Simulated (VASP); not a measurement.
The system is LiCl.

```
Li Cl
1.0
     6.83420   -0.05085    0.15972
    -0.05085    6.79976   -0.02962
     0.15972   -0.02962    6.67497
Li Cl
6 6
Direct
  0.75170 0.49548 0.02234
  0.51394 0.98720 0.72207
  0.98146 0.75349 0.49878
  0.02270 0.24143 0.50796
  0.25714 0.50302 0.98089
  0.50000 0.01508 0.24195
  0.49226 0.75074 0.01530
  0.73514 0.00057 0.48115
  0.01331 0.49901 0.76104
  0.25896 0.99984 0.49610
  0.99537 0.51839 0.25796
  0.47801 0.23575 0.01445
```

```yaml
Program: VASP 6.6.1
Task: relaxation of cell and atoms
Functional: PBE
Potentials_or_basis: VASP PAW PBE potentials, release 64 (Li_sv, Cl)
Cutoff: 600 eV
k_mesh: 2 × 2 × 2
Occupations: gaussian, width 0.1 eV
Spin: no spin polarisation
```

At the start: pressure 0.5 GPa; volume 25.83 Å³/atom.

Task: Where does the relaxation end?

Result: Over 15 steps the energy falls by 32.7 meV/atom and the volume is 25.93 Å³/atom (+0.4 %); space group P1 (No. 1, to 0.1 Å) before, P-1 (No. 2, to 0.1 Å).

The path:
```csv
step,energy change (eV),largest force (eV/Å),pressure (GPa),volume (Å³)
1,0.0000,1.0372,0.52,310.00
2,-0.1767,0.5680,0.06,313.78
3,-0.2752,0.2943,-0.47,320.40
4,-0.3201,0.2169,-0.30,316.52
5,-0.3621,0.1605,0.27,306.61
6,-0.3632,0.1646,0.18,308.01
7,-0.3721,0.1021,0.05,309.88
8,-0.3765,0.0791,-0.10,312.44
9,-0.3814,0.0528,-0.05,311.63
10,-0.3838,0.0560,0.03,310.54
11,-0.3869,0.0457,0.03,310.76
12,-0.3891,0.0593,0.02,311.10
13,-0.3913,0.0295,-0.02,311.71
14,-0.3916,0.0441,-0.04,312.03
15,-0.3928,0.0188,0.02,311.15
```

Final structure:
```
CELL_PARAMETERS angstrom
6.77952 -0.00887 0.03565
-0.00906 6.77763 0.01745
0.03303 0.01778 6.77182
ATOMIC_POSITIONS crystal
Li 0.75002 0.49717 0.00116
Li 0.50225 0.00031 0.74972
Li 0.99891 0.75044 0.50008
Li 0.00088 0.25039 0.50160
Li 0.24973 0.50226 0.99967
Li 0.49770 0.99910 0.24966
Cl 0.50286 0.74985 0.99971
Cl 0.75055 0.00073 0.49497
Cl 0.00135 0.49931 0.75027
Cl 0.25046 0.99979 0.50359
Cl 0.99816 0.50048 0.25050
Cl 0.49712 0.25018 0.99907
```

Caveat: the k points lie up to 0.46 Å⁻¹ apart in the final cell; the cutoff is under 1.25 times the usual one of these potentials, so pressure, stress and relaxed cells hold a basis-set (Pulay) error.
